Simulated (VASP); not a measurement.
Input of a VASP 6.6.1 run:

File POSCAR:

```
HfN
1.0
    0.0000000000      2.2628944396      2.2628944396
    2.2628944396      0.0000000000      2.2628944396
    2.2628944396      2.2628944396      0.0000000000
Hf N
1 1
Direct
    0.0000000000      0.0000000000      0.0000000000
    0.5000000000      0.5000000000      0.5000000000
```

The input INCAR.step1:

```
SYSTEM = HfN
ALGO = Normal
EDIFF = 1E-5
ENCUT = 660
GGA = PE
GGA_COMPAT = .False.
ISMEAR = -1
LASPH = .True.
LCHARG = .False.
LREAL = .False.
LWAVE = .True.
NBANDS = 14
NELM = 120
PREC = Accurate
SIGMA = 0.05
```

Contents of INCAR.step2:

```
SYSTEM = HfN
ALGO = Normal
EDIFF = 1E-6
ENCUT = 660
GGA_COMPAT = .False.
ISIF = 2
ISMEAR = -1
ISTART = 1
LASPH = .True.
LCHARG = .False.
LMIXTAU = .True.
LREAL = .False.
LWAVE = .False.
METAGGA = R2SCAN
NBANDS = 14
NELM = 120
PREC = Accurate
SIGMA = 0.05
```

File KPOINTS:

```
k-points
0
Gamma
  10 10 10
  0 0 0
```

Potentials or basis: VASP PAW PBE potentials, release 64 (Hf_pv, N).

Launch:

```sh
$ cat potpaw_PBE.64/Hf_pv/POTCAR potpaw_PBE.64/N/POTCAR > POTCAR
$ cp INCAR.step1 INCAR
$ mpirun -np 1 vasp_std > vasp.out
$ cp INCAR.step2 INCAR
$ mpirun -np 1 vasp_std > vasp.out
```

Q: Estimate the band gap on the k mesh.

A: Zero (an odd number of electrons rules out a gap without spin polarisation).

Q: What does it give for the pressure?

A: -2.7 GPa.

Caveat: the PAW data sets were made with another functional, which shifts forces and pressure a little; spin-orbit coupling is left out, which moves the levels of the heavy elements.
